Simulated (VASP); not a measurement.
# TiC in VASP: notebook, part 2 of 3

VASP 6.6.1.

## (3) Single point, r2SCAN

This run uses another cell than the first one, of 10.21 Å³/atom.

Input file POSCAR:

```
TiC
1.0
    0.0000000000      2.1694943961      2.1694943961
    2.1694943961      0.0000000000      2.1694943961
    2.1694943961      2.1694943961      0.0000000000
Ti C
1 1
Direct
    0.0000000000      0.0000000000      0.0000000000
    0.5000000000      0.5000000000      0.5000000000
```

Input file INCAR.step1:

```
ALGO     = Normal         # electronic algorithm
EDIFF    = 1E-4           # SCF threshold, eV
ENCUT    = 520            # plane-wave cutoff, eV
GGA      = PE             # functional
ISMEAR   = 0              # smearing method
LASPH    = T              # aspherical terms in the spheres
LCHARG   = F              # write CHGCAR
LREAL    = F              # projectors in reciprocal space
LWAVE    = T              # write WAVECAR
NBANDS   = 15             # bands
NELM     = 60             # most SCF steps
PREC     = Accurate       # precision mode
SIGMA    = 0.1            # smearing width, eV
```

Input file INCAR.step2:

```
ALGO     = Normal         # electronic algorithm
EDIFF    = 1E-7           # SCF threshold, eV
ENCUT    = 520            # plane-wave cutoff, eV
ISIF     = 2              # what is computed and relaxed
ISMEAR   = 0              # smearing method
ISTART   = 1            
LASPH    = T              # aspherical terms in the spheres
LCHARG   = T              # write CHGCAR
LELF     = T              # ELF
LMIXTAU  = T            
LREAL    = F              # projectors in reciprocal space
LVHAR    = T            
LWAVE    = F              # write WAVECAR
METAGGA  = R2SCAN         # meta-GGA
NBANDS   = 15             # bands
NELM     = 60             # most SCF steps
PREC     = Accurate       # precision mode
SIGMA    = 0.1            # smearing width, eV
```

Input file KPOINTS:

```
k-points
0
Gamma
  16 16 16
```

Potentials or basis: VASP PAW PBE potentials, release 64 (Ti_sv, C).

Launch:

```console
cat potpaw_PBE.64/Ti_sv/POTCAR potpaw_PBE.64/C/POTCAR > POTCAR
cp INCAR.step1 INCAR
mpirun -np 1 vasp_std > vasp.out
cp INCAR.step2 INCAR
mpirun -np 1 vasp_std > vasp.out
```

OUTCAR:

```text
EDIFF = 1E-7
   ENCUT = 520
   ISIF = 2
   ISMEAR = 0
   ISTART = 1
   LASPH = T
   LREAL = F
   METAGGA = R2SCAN
   NELM = 60
   PREC = Accurate

 ion  position               nearest neighbor table
   1  0.000  0.000  0.000-   2 2.17   2 2.17   2 2.17   2 2.17   2 2.17   2 2.17
   2  0.500  0.500  0.500-   1 2.17   1 2.17   1 2.17   1 2.17   1 2.17   1 2.17

  LATTYP: Found a face centered cubic cell.
 ALAT       =     4.3389887922

  Lattice vectors:

 A1 = (   0.0000000000,   2.1694943961,   2.1694943961)
 A2 = (   2.1694943961,   0.0000000000,   2.1694943961)
 A3 = (   2.1694943961,   2.1694943961,   0.0000000000)

Analysis of symmetry for initial positions (statically):
=====================================================================
 Subroutine PRICEL returns:
 Original cell was already a primitive cell.

 Routine SETGRP: Setting up the symmetry group for a
 face centered cubic supercell.

 Subroutine GETGRP returns: Found 48 space group operations
 (whereof 48 operations were pure point group operations)
 out of a pool of 48 trial point group operations.

The static configuration has the point symmetry O_h .

Analysis of symmetry for dynamics (positions and initial velocities):
=====================================================================
 Subroutine PRICEL returns:
 Original cell was already a primitive cell.

 Routine SETGRP: Setting up the symmetry group for a
 face centered cubic supercell.

 Subroutine GETGRP returns: Found 48 space group operations
 (whereof 48 operations were pure point group operations)
 out of a pool of 48 trial point group operations.

The dynamic configuration has the point symmetry O_h .

 Subroutine INISYM returns: Found 48 space group operations
 (whereof 48 operations are pure point group operations),
 and found     1 'primitive' translations

----------------------------------------------------------------------------------------

                                     Primitive cell

  volume of cell :      20.4223

  direct lattice vectors                    reciprocal lattice vectors
     0.000000000  2.169494396  2.169494396    -0.230468445  0.230468445  0.230468445
     2.169494396  0.000000000  2.169494396     0.230468445 -0.230468445  0.230468445
     2.169494396  2.169494396  0.000000000     0.230468445  0.230468445 -0.230468445

  length of vectors
     3.068128398  3.068128398  3.068128398     0.399183056  0.399183056  0.399183056

  position of ions in fractional coordinates (direct lattice)
     0.000000000  0.000000000  0.000000000
     0.500000000  0.500000000  0.500000000

  ion indices of the primitive-cell ions
   primitive index   ion index
                 1           1
                 2           2

----------------------------------------------------------------------------------------

 KPOINTS: k-points

Automatic generation of k-mesh.
 Grid dimensions read from file:
 generate k-points for:   16   16   16

 Generating k-lattice:

  Cartesian coordinates                     Fractional coordinates (reciprocal lattice)
    -0.014404278  0.014404278  0.014404278     0.062500000  0.000000000  0.000000000
     0.014404278 -0.014404278  0.014404278     0.000000000  0.062500000  0.000000000
     0.014404278  0.014404278 -0.014404278     0.000000000  0.000000000  0.062500000

  Length of vectors
     0.024948941  0.024948941  0.024948941

  Shift w.r.t. Gamma in fractional coordinates (k-lattice)
     0.000000000  0.000000000  0.000000000

 Subroutine IBZKPT returns following result:
 ===========================================

 Found    145 irreducible k-points:

 Following reciprocal coordinates:
            Coordinates               Weight
  0.000000  0.000000  0.000000      1.000000
  0.062500  0.000000  0.000000      8.000000
  0.125000  0.000000  0.000000      8.000000
  0.187500  0.000000  0.000000      8.000000
  0.250000  0.000000  0.000000      8.000000
  0.312500  0.000000  0.000000      8.000000
[... 16 lines left out ...]
 -0.125000  0.062500  0.000000     24.000000
 -0.062500  0.062500  0.000000     12.000000
 [... further k-points ...]
   k-points           NKPTS =    145   k-points in BZ     NKDIM =    145   number of bands    NBANDS=     15
   number of dos      NEDOS =    301   number of ions     NIONS =      2
   total plane-waves  NPLWV =  13824
   dimension x,y,z NGX =    24 NGY =   24 NGZ =   24
   dimension x,y,z NGXF=    48 NGYF=   48 NGZF=   48
   ions per type =               1   1
   NGX,Y,Z   is equivalent  to a cutoff of  13.00, 13.00, 13.00 a.u.
   NGXF,Y,Z  is equivalent  to a cutoff of  26.01, 26.01, 26.01 a.u.
 SYSTEM =  unknown system
   PREC   = accura    normal or accurate (medium, high low for compatibility)
   ISTART =      1    job   : 0-new  1-cont  2-samecut
   ICHARG =      0    charge: 1-file 2-atom 10-const
   ISPIN  =      1    spin polarized calculation?
   LNONCOLLINEAR =      F non collinear calculations
   LSORBIT =      F    spin-orbit coupling
   LASPH  =      T    aspherical Exc in radial PAW
   ENCUT  =  520.0 eV  38.22 Ry    6.18 a.u.   5.70  5.70  5.70*2*pi/ulx,y,z
   NELM   =     60;   NELMIN=  2; NELMDL=  0     # of ELM steps
   EDIFF  = 0.1E-06   stopping-criterion for ELM
   LREAL  =      F    real-space projection
   EDIFFG = 0.1E-05   stopping-criterion for IOM
   NSW    =      0    number of steps for IOM
   IBRION =     -1    ionic relax: 0-MD 1-quasi-New 2-CG
   NFREE  =      0    steps in history (QN), initial steepest desc. (CG)
   ISIF   =      2    stress and relaxation
   ISYM   =      2    0-nonsym 1-usesym 2-fastsym
   POTIM  = 0.5000    time-step for ionic-motion
   TEBEG  =    0.0;   TEEND  =   0.0 temperature during run
   PSTRESS=    0.0 pullay stress
   NELECT =      16.0000    total number of electrons
   NUPDOWN=      -1.0000    fix difference up-down
   EMIN   =  10.00;   EMAX   =-10.00  energy-range for DOS
   EFERMI =   0.00;   METHOD = LEGACY
   ISMEAR =     0;   SIGMA  =   0.10  broadening in eV -4-tet -1-fermi 0-gaus
   EFERMI_NEDOS =   21; number of points for ismear=-14 and -15
   IALGO  =     38    algorithm
   IMIX   =      4    mixing-type and parameters
     AMIX     =   0.40;   BMIX     =  1.00
     AMIX_MAG =   1.60;   BMIX_MAG =  1.00
  volume/ion in A,a.u.               =      10.21        68.91
  Fermi-wavevector in a.u.,A,eV,Ry     =   1.509198  2.851971 30.989709  2.277679
  Thomas-Fermi vector in A             =   2.619552
   LORBIT       =      0    0 simple, 1 ext, 2 COOP (PROOUT), +10 PAW based schemes
   METAGGA = R2SCAN    functional components
   LHFCALC =     F    Hartree Fock is set to
   AEXX    =    0.0000 exact exchange contribution
   IVDW    =     0    specifies the selected vdW correction
   LEPSILON=     F    determine dielectric tensor
   LRPA    =     F    only Hartree local field effects (RPA)
 non-spin polarized calculation
 Gauss-broadening in eV      SIGMA  =   0.10
  energy-cutoff  :      520.00
  volume of cell :       20.42
 maximum number of plane-waves:       568
   NGX = 11   NGY = 11   NGZ = 11

 number of electron      15.9999999 magnetization

 Free energy of the ion-electron system (eV)
  ---------------------------------------------------
  ext. energy  EPLUGINS =         0.00000000
  ---------------------------------------------------
  free energy    TOTEN  =       -24.86891925 eV

  energy without entropy =      -24.86690581  energy(sigma->0) =      -24.86791253

 E-fermi :   9.4241     XC(G=0): -13.5584

 val. band max:        9.4098698550   @ k =   0.4375   0.3750   0.0000
 cond. band min:       9.4386272319   @ k =   0.1250   0.0625   0.0000
 fundamental gap:      0.0287573769
 Fermi energy:         9.4241211040

 k-point     1 :       0.0000    0.0000    0.0000
  band No.  band energies     occupation
      1     -49.5671      2.00000
      2     -24.5476      2.00000
      3     -24.5475      2.00000
      4     -24.5475      2.00000
      5      -3.7533      2.00000
      6      10.2895      0.00000
      7      10.2895      0.00000
      8      10.2895      0.00000
      9      11.0872      0.00000
     10      11.0872      0.00000
     11      11.0872      0.00000
     12      11.1325      0.00000
     13      11.1325      0.00000
     14      20.5445      0.00000
     15      24.2377      0.00000
[... 397 lines left out ...]
 k-point    24 :      -0.0625    0.0625    0.0000
  band No.  band energies     occupation
      1     -49.5598      2.00000
      2     -24.5949      2.00000
      3     -24.5606      2.00000
      4     -24.5485      2.00000
      5      -3.5158      2.00000
      6       9.1823      1.99937
      7       9.2971      1.92766
      8       9.4699      0.51730
      9      10.4037      0.00000
     10      10.8949      0.00000
     11      11.7757      0.00000
     12      12.3204      0.00000
     13      13.2000      0.00000
     14      20.9827      0.00000
     15      24.2501      0.00000

 [... further k-points ...]
[... 5 lines left out ...]
  --------------------------------------------------------------------------------------
  -------------------------------------------------------------------------------------
  Total       -0.1339660     -0.1339660     -0.1339660      0.0000000      0.0000000      0.0000000
  in kB      -10.5099209    -10.5099209    -10.5099209      0.0000000      0.0000000      0.0000000
  external PRESSURE =     -10.5099209 kB  Pullay stress =       0.0000000 kB

 VOLUME and BASIS-vectors are now :
 -----------------------------------------------------------------------------
  energy-cutoff  :      520.00
  volume of cell :       20.42
      direct lattice vectors                 reciprocal lattice vectors
     0.000000000  2.169494396  2.169494396    -0.230468445  0.230468445  0.230468445
     2.169494396  0.000000000  2.169494396     0.230468445 -0.230468445  0.230468445
     2.169494396  2.169494396  0.000000000     0.230468445  0.230468445 -0.230468445

 POSITION                                       TOTAL-FORCE (eV/Angst)
 -----------------------------------------------------------------------------------
      0.00000      0.00000      0.00000         0.000000      0.000000      0.000000
      2.16949      2.16949      2.16949        -0.000000     -0.000000     -0.000000
 -----------------------------------------------------------------------------------
    total drift:                                0.000000     -0.000000     -0.000000

  FREE ENERGIE OF THE ION-ELECTRON SYSTEM (eV)
  ---------------------------------------------------
  free  energy   TOTEN  =       -24.8689192508 eV

  energy  without entropy=      -24.8669058112  energy(sigma->0) =      -24.86791253
```

Run time: 4 min. Hardware: 1 thread of Intel Xeon 8259CL, shared host; peak memory 0.18 GiB.

Results:

```
Free energy            : -24.8689 eV
Pressure               : -1.1 GPa
Band gap on the k mesh : zero (bands 8 and 9 overlap by 1.31 eV)
```

Caveat: the PAW data sets were made with another functional, which shifts forces and pressure a little.

## (4) Relaxation of cell and atoms, r2SCAN, target pressure 40 GPa, at which the enthalpy is minimised

This run uses another cell than the first one, of 8.96 Å³/atom.

Input file POSCAR:

```
TiC
1.0
    0.0000000000      2.0773673891      2.0773673891
    2.0773673891      0.0000000000      2.0773673891
    2.0773673891      2.0773673891      0.0000000000
Ti C
1 1
Direct
    0.0000000000      0.0000000000      0.0000000000
    0.5000000000      0.5000000000      0.5000000000
```

Input file INCAR.step1:

```
SYSTEM = TiC
  PREC = Accurate
  ENCUT = 600
  ISMEAR = 0
  SIGMA = 0.1
  LREAL = .False.
  LASPH = .True.
  NELM = 80
  GGA = PE
  ALGO = Normal
  EDIFF = 1E-4
  LWAVE = .True.
  LCHARG = .False.
```

Input file INCAR.step2:

```
SYSTEM = TiC
  PREC = Accurate
  ENCUT = 600
  EDIFF = 1E-6
  ISMEAR = 0
  SIGMA = 0.1
  LREAL = .False.
  LASPH = .True.
  NELM = 80
  ALGO = Normal
  ISIF = 3
  LWAVE = .False.
  LCHARG = .False.
  METAGGA = R2SCAN
  LMIXTAU = .True.
  IBRION = 2
  NSW = 70
  EDIFFG = -0.008
  PSTRESS = 400.0
  ISTART = 1
```

Input file KPOINTS:

```
Automatic mesh
0
Gamma
  16 16 16
  0 0 0
```

Launch:

```console
cat potpaw_PBE.64/Ti_sv/POTCAR potpaw_PBE.64/C/POTCAR > POTCAR
cp INCAR.step1 INCAR
mpirun -np 1 vasp_std > vasp.out
cp INCAR.step2 INCAR
mpirun -np 1 vasp_std > vasp.out
```

Wall time 6.6 min (1 thread of Intel Xeon 8259CL, shared host); peak memory 0.19 GiB.

Results (log left out):

```
Free energy                                                : -24.6054 eV
Relaxed volume                                             : 9.01 Å³/atom
Relaxed cell                                               : a = 2.943 Å, b = 2.943 Å, c = 2.943 Å, α = 60.00°, β = 60.00°, γ = 60.00°
Space group after relaxing (to 0.1 Å)                      : Fm-3m (No. 225)
Energy change on relaxing (the run minimises the enthalpy) : -11.3 meV/atom
Ionic steps                                                : 3
Pressure after relaxing                                    : 40.0 GPa
Band gap on the k mesh                                     : zero (bands 8 and 9 overlap by 1.39 eV)
```

Step by step:
```
step  energy change (eV)  largest force (eV/Å)  pressure (GPa)  volume (Å³)
   1              0.0000                0.0000           42.05        17.93
   2             -0.0723                0.0000           35.42        18.23
   3             -0.0225                0.0000           40.03        18.02
```

Final structure:
```
CELL_PARAMETERS angstrom
0.00000 2.08076 2.08076
2.08076 0.00000 2.08076
2.08076 2.08076 0.00000
ATOMIC_POSITIONS crystal
Ti 0.00000 0.00000 0.00000
C 0.50000 0.50000 0.50000
```

Levels at points of the mesh, in eV from the Fermi level:
```
           k point  band 6  band 7  band 8  band 9  band 10  band 11
(0.00, 0.00, 0.00)    0.92    0.92    0.92    1.83     1.83     1.83
(0.50, 0.00, 0.00)   -6.66   -3.55   -3.55    3.68     3.68     5.15
(0.50, 0.50, 0.00)   -3.72   -1.91   -0.01   -0.01     3.23     4.44
```

Caveat: the cell is relaxed towards a set pressure, so the run minimises the enthalpy, not the energy; the PAW data sets were made with another functional, which shifts forces and pressure a little.

(Part 2 of 3 ends here.)

The gap in the log of VASP goes by the Fermi energy; the results here count the filled bands.